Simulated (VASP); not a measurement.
# SrTiO3 (Tausonite) (Pm-3m) in VASP: a series of runs, part 2 of 2

VASP 6.6.1. Earlier steps stand in the parts before.

## 3. Single point, PBEsol

This run uses another cell than the first one, of 11.91 Å³/atom, 1.011 times its volume.

INCAR

```
SYSTEM = SrTiO3
PREC     = Accurate       ! precision mode
ENCUT    = 520            ! plane-wave cutoff, eV
EDIFF    = 1E-7           ! SCF threshold, eV
ISMEAR   = 0              ! smearing method
SIGMA    = 0.1            ! smearing width, eV
LREAL    = .False.        ! projectors in reciprocal space
LASPH    = .True.         ! aspherical terms in the spheres
NELM     = 80             ! most SCF steps
ALGO     = Normal         ! electronic algorithm
ISIF     = 2              ! what is computed and relaxed
LWAVE    = .False.        ! write WAVECAR
LCHARG   = .True.         ! write CHGCAR
GGA      = PS             ! functional
LELF     = .True.         ! ELF
LVHAR    = .True.       
NBANDS   = 28             ! bands
```

KPOINTS

```
Automatic mesh
0
Gamma
  6 6 6
  0 0 0
```

POSCAR

```
SrTiO3
1.0
    3.9052800000      0.0000000000      0.0000000000
    0.0000000000      3.9052800000      0.0000000000
    0.0000000000      0.0000000000      3.9052800000
Sr Ti O
1 1 3
Direct
    0.5000000000      0.5000000000      0.5000000000
    0.0000000000      0.0000000000      0.0000000000
    0.5000000000      0.0000000000      0.0000000000
    0.0000000000      0.5000000000      0.0000000000
    0.0000000000      0.0000000000      0.5000000000
```

Potentials or basis: VASP PAW PBE potentials, release 64 (Sr_sv, Ti_sv, O).

On the command line:

```bash
cat potpaw_PBE.64/Sr_sv/POTCAR potpaw_PBE.64/Ti_sv/POTCAR potpaw_PBE.64/O/POTCAR > POTCAR
mpirun -np 1 vasp_std > vasp.out
```

OUTCAR:

```text
SYSTEM = SrTiO3
   PREC = Accurate
   ENCUT = 520
   EDIFF = 1E-7
   ISMEAR = 0
   LREAL = .False.
   LASPH = .True.
   NELM = 80
   ISIF = 2
   GGA = PS

 ion  position               nearest neighbor table
   1  0.500  0.500  0.500-   3 2.76   4 2.76   5 2.76   3 2.76   4 2.76   3 2.76   5 2.76   3 2.76
                             4 2.76   5 2.76   4 2.76   5 2.76   2 3.38   2 3.38   2 3.38   2 3.38
   2  0.000  0.000  0.000-   3 1.95   4 1.95   5 1.95   5 1.95   4 1.95   3 1.95   1 3.38   1 3.38
                             1 3.38   1 3.38   1 3.38   1 3.38   1 3.38   1 3.38
   3  0.500  0.000  0.000-   2 1.95   2 1.95   1 2.76   1 2.76   1 2.76   1 2.76
   4  0.000  0.500  0.000-   2 1.95   2 1.95   1 2.76   1 2.76   1 2.76   1 2.76
   5  0.000  0.000  0.500-   2 1.95   2 1.95   1 2.76   1 2.76   1 2.76   1 2.76

  LATTYP: Found a simple cubic cell.
 ALAT       =     3.9052800000

  Lattice vectors:

 A1 = (   3.9052800000,   0.0000000000,   0.0000000000)
 A2 = (   0.0000000000,   3.9052800000,   0.0000000000)
 A3 = (   0.0000000000,   0.0000000000,   3.9052800000)

Analysis of symmetry for initial positions (statically):
=====================================================================
 Subroutine PRICEL returns:
 Original cell was already a primitive cell.

 Routine SETGRP: Setting up the symmetry group for a
 simple cubic supercell.

 Subroutine GETGRP returns: Found 48 space group operations
[... 9 lines left out ...]

 Routine SETGRP: Setting up the symmetry group for a
 simple cubic supercell.

 Subroutine GETGRP returns: Found 48 space group operations
[... 11 lines left out ...]
                                     Primitive cell

  volume of cell :      59.5603

  direct lattice vectors                    reciprocal lattice vectors
     3.905280000  0.000000000  0.000000000     0.256063586  0.000000000  0.000000000
     0.000000000  3.905280000  0.000000000     0.000000000  0.256063586  0.000000000
[... 104 lines left out ...]
   IMIX   =      4    mixing-type and parameters
     AMIX     =   0.40;   BMIX     =  1.00
     AMIX_MAG =   1.60;   BMIX_MAG =  1.00
  volume/ion in A,a.u.               =      11.91        80.39
  Fermi-wavevector in a.u.,A,eV,Ry     =   1.433648  2.709203 27.964703  2.055348
  Thomas-Fermi vector in A             =   2.553143
   LORBIT       =      0    0 simple, 1 ext, 2 COOP (PROOUT), +10 PAW based schemes
   GGA     = PS    functional components
   LHFCALC =     F    Hartree Fock is set to
   AEXX    =    0.0000 exact exchange contribution
   IVDW    =     0    specifies the selected vdW correction
   LEPSILON=     F    determine dielectric tensor
   LRPA    =     F    only Hartree local field effects (RPA)
 non-spin polarized calculation
 Gauss-broadening in eV      SIGMA  =   0.10
  energy-cutoff  :      520.00
  volume of cell :       59.56
 maximum number of plane-waves:      1628
 NGX is ok and might be reduce to    30
   NGX = 15   NGY = 15   NGZ = 15

 number of electron      40.0000005 magnetization

 Free energy of the ion-electron system (eV)
  ---------------------------------------------------
  ext. energy  EPLUGINS =         0.00000000
  ---------------------------------------------------
  free energy    TOTEN  =       -42.01456651 eV

  energy without entropy =      -42.01456651  energy(sigma->0) =      -42.01456651

 E-fermi :   4.5882     XC(G=0): -11.5386

 val. band max:        4.0241839351   @ k =   0.5000   0.5000   0.5000
 cond. band min:       5.8242515302   @ k =   0.0000   0.0000   0.0000
 fundamental gap:      1.8000675950
 Fermi energy:         4.5881801983

 k-point     1 :       0.0000    0.0000    0.0000
  band No.  band energies     occupation
      1     -52.1786      2.00000
      2     -28.6219      2.00000
      3     -28.5402      2.00000
      4     -28.5402      2.00000
      5     -28.5402      2.00000
      6     -13.3348      2.00000
[... 609 lines left out ...]
     27      12.4473      0.00000
     28      12.4473      0.00000

------------------------ aborting loop because EDIFF is reached ----------------------------------------

  FORCE on cell =-STRESS in cart. coord.  units (eV):
  Direction    XX          YY          ZZ          XY          YZ          ZX
  --------------------------------------------------------------------------------------
  -------------------------------------------------------------------------------------
  Total       -0.4944213     -0.4944213     -0.4944213     -0.0000000      0.0000000     -0.0000000
  in kB      -13.2999867    -13.2999867    -13.2999867     -0.0000000      0.0000000     -0.0000000
  external PRESSURE =     -13.2999867 kB  Pullay stress =       0.0000000 kB

 VOLUME and BASIS-vectors are now :
 -----------------------------------------------------------------------------
  energy-cutoff  :      520.00
  volume of cell :       59.56
      direct lattice vectors                 reciprocal lattice vectors
     3.905280000  0.000000000  0.000000000     0.256063586  0.000000000  0.000000000
     0.000000000  3.905280000  0.000000000     0.000000000  0.256063586  0.000000000
     0.000000000  0.000000000  3.905280000     0.000000000  0.000000000  0.256063586

 POSITION                                       TOTAL-FORCE (eV/Angst)
 -----------------------------------------------------------------------------------
      1.95264      1.95264      1.95264         0.000000      0.000000      0.000000
      0.00000      0.00000      0.00000         0.000000      0.000000      0.000000
      1.95264      0.00000      0.00000         0.000000      0.000000      0.000000
      0.00000      1.95264      0.00000         0.000000      0.000000      0.000000
      0.00000      0.00000      1.95264         0.000000      0.000000      0.000000
 -----------------------------------------------------------------------------------
    total drift:                                0.000000     -0.000000      0.000000

  FREE ENERGIE OF THE ION-ELECTRON SYSTEM (eV)
  ---------------------------------------------------
  free  energy   TOTEN  =       -42.0145665146 eV

  energy  without entropy=      -42.0145665146  energy(sigma->0) =      -42.01456651
```

OSZICAR:

```text
N       E                     dE             d eps       ncg     rms          rms(c)
DAV:   1     0.413456634204E+03    0.41346E+03   -0.20752E+04  1120   0.154E+03
DAV:   2    -0.697597465868E+01   -0.42043E+03   -0.40165E+03  1248   0.430E+02
DAV:   3    -0.492597294827E+02   -0.42284E+02   -0.41854E+02  1324   0.133E+02
DAV:   4    -0.516179791956E+02   -0.23582E+01   -0.23523E+01  1860   0.272E+01
DAV:   5    -0.516571451838E+02   -0.39166E-01   -0.39128E-01  1456   0.315E+00    0.268E+01
DAV:   6    -0.421292556194E+02    0.95279E+01   -0.48627E+01  1568   0.632E+01    0.152E+01
DAV:   7    -0.421095055680E+02    0.19750E-01   -0.69257E+00  1456   0.196E+01    0.112E+01
DAV:   8    -0.421359794135E+02   -0.26474E-01   -0.17299E+00  1296   0.137E+01    0.329E+00
DAV:   9    -0.420245867372E+02    0.11139E+00   -0.43474E-01  1320   0.665E+00    0.116E+00
DAV:  10    -0.420224638274E+02    0.21229E-02   -0.10215E-01  1372   0.205E+00    0.831E-01
DAV:  11    -0.420145698912E+02    0.78939E-02   -0.31770E-02  1596   0.177E+00    0.142E-01
DAV:  12    -0.420145531529E+02    0.16738E-04   -0.20798E-03  1304   0.500E-01    0.904E-02
DAV:  13    -0.420145838177E+02   -0.30665E-04   -0.58013E-04  1640   0.176E-01    0.588E-02
DAV:  14    -0.420145746136E+02    0.92041E-05   -0.38884E-05  1428   0.496E-02    0.310E-02
DAV:  15    -0.420145668383E+02    0.77754E-05   -0.20100E-05  1680   0.370E-02    0.139E-02
DAV:  16    -0.420145665178E+02    0.32046E-06   -0.10609E-05  1260   0.228E-02    0.265E-03
DAV:  17    -0.420145665146E+02    0.32360E-08   -0.72375E-07  1432   0.712E-03
   1 F= -.42014567E+02 E0= -.42014567E+02  d E =-.134948E-16
```

It took 34 s on 1 thread of Intel Xeon Platinum 8488C (Sapphire Rapids), shared host; peak memory 0.18 GiB.

What came out:

```yaml
Free_energy: -42.0146 eV
Pressure: -1.3 GPa
Band_gap_on_the_k_mesh: 1.80 eV, indirect (least direct gap 2.16 eV)
```

Levels at points of the mesh, in eV from the valence-band top:
| k point | band 18 | band 19 | band 20 | band 21 | band 22 | band 23 |
| --- | --- | --- | --- | --- | --- | --- |
| (0.00, 0.00, 0.00) | -0.36 | -0.36 | -0.36 | 1.80 | 1.80 | 1.80 |
| (0.50, 0.00, 0.00) | -2.03 | -0.74 | -0.74 | 1.98 | 3.78 | 3.78 |
| (0.50, 0.50, 0.00) | -1.59 | -1.59 | -0.10 | 3.78 | 3.78 | 4.23 |
| (0.50, 0.50, 0.50) | 0.00 | 0.00 | 0.00 | 4.46 | 4.46 | 4.46 |

Caveat: the PAW data sets were made with another functional, which shifts forces and pressure a little.

## 4. Single point, PBEsol

INCAR

```
PREC     = Accurate       # precision mode
ENCUT    = 520            # plane-wave cutoff, eV
EDIFF    = 1E-6           # SCF threshold, eV
ISMEAR   = 0              # smearing method
SIGMA    = 0.02           # smearing width, eV
LREAL    = False          # projectors in reciprocal space
LASPH    = True           # aspherical terms in the spheres
NELM     = 60             # most SCF steps
ALGO     = Normal         # electronic algorithm
ISIF     = 2              # what is computed and relaxed
LWAVE    = False          # write WAVECAR
LCHARG   = False          # write CHGCAR
GGA      = PS             # functional
NBANDS   = 28             # bands
```

KPOINTS

```
Automatic mesh
0
Gamma
  8 8 8
```

POSCAR: that of step 3 with these lines changed.

```diff
@@ -2,5 +2,5 @@
 1.0
-    3.9052800000      0.0000000000      0.0000000000
-    0.0000000000      3.9052800000      0.0000000000
-    0.0000000000      0.0000000000      3.9052800000
+    3.8911204492      0.0000000000      0.0000000000
+    0.0000000000      3.8911204492      0.0000000000
+    0.0000000000      0.0000000000      3.8911204492
 Sr Ti O
```

On the command line:

```bash
cat potpaw_PBE.64/Sr_sv/POTCAR potpaw_PBE.64/Ti_sv/POTCAR potpaw_PBE.64/O/POTCAR > POTCAR
mpirun -np 1 vasp_std > vasp.out
```

Run time: 57 s. Hardware: 1 thread of Intel Xeon Platinum 8488C (Sapphire Rapids), shared host; peak memory 0.2 GiB.

It converged, with:

- Free energy: -42.0158 eV
- Pressure: 0.7 GPa
- Band gap on the k mesh: 1.82 eV, indirect (least direct gap 2.17 eV)

Levels at points of the mesh, in eV from the valence-band top:
```
           k point  band 17  band 18  band 19  band 20  band 21  band 22  band 23  band 24
(0.00, 0.00, 0.00)    -1.21    -0.35    -0.35    -0.35     1.82     1.82     1.82     4.41
(0.50, 0.00, 0.00)    -2.42    -2.07    -0.74    -0.74     2.00     3.83     3.83     4.43
(0.50, 0.50, 0.00)    -1.74    -1.60    -1.60    -0.10     3.84     3.84     4.30     5.41
(0.50, 0.50, 0.50)    -3.81     0.00     0.00     0.00     4.54     4.54     4.54     6.90
```

Caveat: the PAW data sets were made with another functional, which shifts forces and pressure a little. A k mesh can miss the band edges.

## 5. Single point, PBEsol

INCAR

```
SYSTEM = SrTiO3
PREC     = Accurate       ! precision mode
ENCUT    = 520            ! plane-wave cutoff, eV
EDIFF    = 1E-6           ! SCF threshold, eV
ISMEAR   = 0              ! smearing method
SIGMA    = 0.02           ! smearing width, eV
LREAL    = .False.        ! projectors in reciprocal space
LASPH    = .True.         ! aspherical terms in the spheres
NELM     = 60             ! most SCF steps
ALGO     = Normal         ! electronic algorithm
ISIF     = 2              ! what is computed and relaxed
LWAVE    = .False.        ! write WAVECAR
LCHARG   = .True.         ! write CHGCAR
GGA      = PS             ! functional
LELF     = .True.         ! ELF
LVHAR    = .True.       
NBANDS   = 28             ! bands
```

KPOINTS

```
Automatic mesh
0
Gamma
  8 8 8
  0 0 0
```

POSCAR is that of step 4.

On the command line:

```bash
cat potpaw_PBE.64/Sr_sv/POTCAR potpaw_PBE.64/Ti_sv/POTCAR potpaw_PBE.64/O/POTCAR > POTCAR
mpirun -np 1 vasp_std > vasp.out
```

Wall time 53 s (1 thread of Intel Xeon Platinum 8488C (Sapphire Rapids), shared host); peak memory 0.21 GiB.

Results (log left out):

| Item | Value |
| --- | --- |
| Free energy | -42.0158 eV |
| Pressure | 0.7 GPa |
| Band gap on the k mesh | 1.82 eV, indirect (least direct gap 2.17 eV) |

Levels at points of the mesh, in eV from the valence-band top:
| k point | band 18 | band 19 | band 20 | band 21 | band 22 | band 23 |
| --- | --- | --- | --- | --- | --- | --- |
| (0.00, 0.00, 0.00) | -0.35 | -0.35 | -0.35 | 1.82 | 1.82 | 1.82 |
| (0.50, 0.00, 0.00) | -2.07 | -0.74 | -0.74 | 2.00 | 3.83 | 3.83 |
| (0.50, 0.50, 0.00) | -1.60 | -1.60 | -0.10 | 3.84 | 3.84 | 4.30 |
| (0.50, 0.50, 0.50) | 0.00 | 0.00 | 0.00 | 4.54 | 4.54 | 4.54 |

Caveat: the PAW data sets were made with another functional, which shifts forces and pressure a little.

## 6. Single point, PBEsol

INCAR

```
PREC     = Accurate       # precision mode
ENCUT    = 520            # plane-wave cutoff, eV
EDIFF    = 1E-6           # SCF threshold, eV
ISMEAR   = 0              # smearing method
SIGMA    = 0.02           # smearing width, eV
LREAL    = False          # projectors in reciprocal space
LASPH    = True           # aspherical terms in the spheres
NELM     = 60             # most SCF steps
ALGO     = Normal         # electronic algorithm
ISIF     = 2              # what is computed and relaxed
LWAVE    = False          # write WAVECAR
LCHARG   = False          # write CHGCAR
GGA      = PS             # functional
NBANDS   = 28             # bands
```

KPOINTS

```
Automatic mesh
0
Gamma
  8 8 8
```

POSCAR: that of step 5 with these lines changed.

```diff
@@ -2,5 +2,5 @@
 1.0
-    3.8911204492      0.0000000000      0.0000000000
-    0.0000000000      3.8911204492      0.0000000000
-    0.0000000000      0.0000000000      3.8911204492
+    3.8911204496      0.0000000000      0.0000000000
+    0.0000000000      3.8911204496      0.0000000000
+    0.0000000000      0.0000000000      3.8911204496
 Sr Ti O
```

Potentials or basis: VASP PAW PBE potentials, release 64 (Sr_sv, Ti_sv, O).

On the command line:

```bash
cat potpaw_PBE.64/Sr_sv/POTCAR potpaw_PBE.64/Ti_sv/POTCAR potpaw_PBE.64/O/POTCAR > POTCAR
mpirun -np 1 vasp_std > vasp.out
```

OUTCAR:

```text
PREC = Accurate
   ENCUT = 520
   EDIFF = 1E-6
   ISMEAR = 0
   LREAL = False
   LASPH = True
   NELM = 60
   ISIF = 2
   GGA = PS

 ion  position               nearest neighbor table
   1  0.500  0.500  0.500-   3 2.75   4 2.75   5 2.75   3 2.75   4 2.75   3 2.75   5 2.75   3 2.75
                             4 2.75   5 2.75   4 2.75   5 2.75   2 3.37   2 3.37   2 3.37   2 3.37
   2  0.000  0.000  0.000-   3 1.95   4 1.95   5 1.95   5 1.95   4 1.95   3 1.95   1 3.37   1 3.37
                             1 3.37   1 3.37   1 3.37   1 3.37   1 3.37   1 3.37
   3  0.500  0.000  0.000-   2 1.95   2 1.95   1 2.75   1 2.75   1 2.75   1 2.75
   4  0.000  0.500  0.000-   2 1.95   2 1.95   1 2.75   1 2.75   1 2.75   1 2.75
[... 951 lines left out ...]
  Total        0.2470228      0.2470228      0.2470228      0.0000000      0.0000000     -0.0000000
  in kB        6.7177460      6.7177460      6.7177460      0.0000000      0.0000000     -0.0000000
  external PRESSURE =       6.7177460 kB  Pullay stress =       0.0000000 kB

 VOLUME and BASIS-vectors are now :
 -----------------------------------------------------------------------------
  energy-cutoff  :      520.00
  volume of cell :       58.91
      direct lattice vectors                 reciprocal lattice vectors
     3.891120450  0.000000000  0.000000000     0.256995386  0.000000000  0.000000000
     0.000000000  3.891120450  0.000000000     0.000000000  0.256995386  0.000000000
     0.000000000  0.000000000  3.891120450     0.000000000  0.000000000  0.256995386

 POSITION                                       TOTAL-FORCE (eV/Angst)
 -----------------------------------------------------------------------------------
      1.94556      1.94556      1.94556         0.000000      0.000000      0.000000
      0.00000      0.00000      0.00000         0.000000      0.000000      0.000000
      1.94556      0.00000      0.00000         0.000000      0.000000      0.000000
      0.00000      1.94556      0.00000         0.000000      0.000000      0.000000
      0.00000      0.00000      1.94556         0.000000      0.000000      0.000000
 -----------------------------------------------------------------------------------
    total drift:                                0.000000     -0.000000      0.000000

  FREE ENERGIE OF THE ION-ELECTRON SYSTEM (eV)
  ---------------------------------------------------
  free  energy   TOTEN  =       -42.0157595346 eV

  energy  without entropy=      -42.0157595346  energy(sigma->0) =      -42.01575953
```

OSZICAR:

```text
N       E                     dE             d eps       ncg     rms          rms(c)
DAV:   1     0.421108136105E+03    0.42111E+03   -0.20630E+04  1960   0.156E+03
DAV:   2    -0.912441905360E+01   -0.43023E+03   -0.41062E+03  2208   0.429E+02
DAV:   3    -0.493327975096E+02   -0.40208E+02   -0.39843E+02  2288   0.133E+02
DAV:   4    -0.515705490565E+02   -0.22378E+01   -0.22329E+01  3344   0.266E+01
DAV:   5    -0.516108065199E+02   -0.40257E-01   -0.40242E-01  2564   0.304E+00    0.273E+01
DAV:   6    -0.421354143203E+02    0.94754E+01   -0.48251E+01  2728   0.636E+01    0.154E+01
DAV:   7    -0.421062006096E+02    0.29214E-01   -0.69107E+00  2572   0.198E+01    0.113E+01
DAV:   8    -0.421528293045E+02   -0.46629E-01   -0.17531E+00  2316   0.141E+01    0.348E+00
DAV:   9    -0.420260800937E+02    0.12675E+00   -0.45672E-01  2396   0.697E+00    0.118E+00
DAV:  10    -0.420222439191E+02    0.38362E-02   -0.95076E-02  2432   0.205E+00    0.791E-01
DAV:  11    -0.420157992653E+02    0.64447E-02   -0.24724E-02  2968   0.158E+00    0.173E-01
DAV:  12    -0.420157842772E+02    0.14988E-04   -0.17953E-03  2316   0.465E-01    0.124E-01
DAV:  13    -0.420157760513E+02    0.82259E-05   -0.78839E-04  2884   0.214E-01    0.636E-02
DAV:  14    -0.420157658565E+02    0.10195E-04   -0.50584E-05  2400   0.591E-02    0.310E-02
DAV:  15    -0.420157605745E+02    0.52820E-05   -0.16017E-05  2852   0.353E-02    0.185E-02
DAV:  16    -0.420157594796E+02    0.10948E-05   -0.11584E-05  2304   0.294E-02    0.171E-03
DAV:  17    -0.420157595346E+02   -0.54960E-07   -0.65225E-07  1256   0.776E-03
   1 F= -.42015760E+02 E0= -.42015760E+02  d E =-.201579E-38
```

stdout:

```text
POSCAR found type information on POSCAR SrTiO
 POSCAR found :  3 types and       5 ions
 scaLAPACK will be used
 -----------------------------------------------------------------------------
|                                                                             |
|                                                                             |
|     You enforced a specific xc type in the INCAR file but a different       |
|     I HOPE YOU KNOW WHAT YOU ARE DOING!                                     |
|                                                                             |
 -----------------------------------------------------------------------------

 LDA part: xc-table for (Slater+PW92), standard interpolation
 POSCAR, INCAR and KPOINTS ok, starting setup
 FFT: planning ... GRIDC
 FFT: planning ... GRID_SOFT
 FFT: planning ... GRID
 WAVECAR not read
 entering main loop
```

It took 44 s on 1 thread of Intel Xeon 6975P-C, shared host; peak memory 0.21 GiB.

What came out:

```
Free energy            : -42.0158 eV
Pressure               : 0.7 GPa
Band gap on the k mesh : 1.82 eV, indirect (least direct gap 2.17 eV)
```

Caveat: the PAW data sets were made with another functional, which shifts forces and pressure a little. A k mesh can miss the band edges.

## 7. Overview

```tsv
cell	k mesh	smearing	gap on the mesh (eV)	pressure (GPa)
a = 3.891 Å, 5 atoms	4 × 4 × 4	gaussian 0.02 eV	1.80	0.7
a = 3.905 Å, 5 atoms	6 × 6 × 6	gaussian 0.1 eV	1.80	-1.3
a = 3.891 Å, 5 atoms	8 × 8 × 8	gaussian 0.02 eV	1.82	0.7
```

Alike in all rows: task single point; level PBEsol; potentials or basis VASP PAW PBE potentials, release 64 (Sr_sv, Ti_sv, O); no spin polarisation; cutoff (eV) 520.

Caveats: the PAW data sets were made with another functional, which shifts forces and pressure a little.

Total energies depend on the potentials used, so only differences within one code and one set of settings carry meaning.
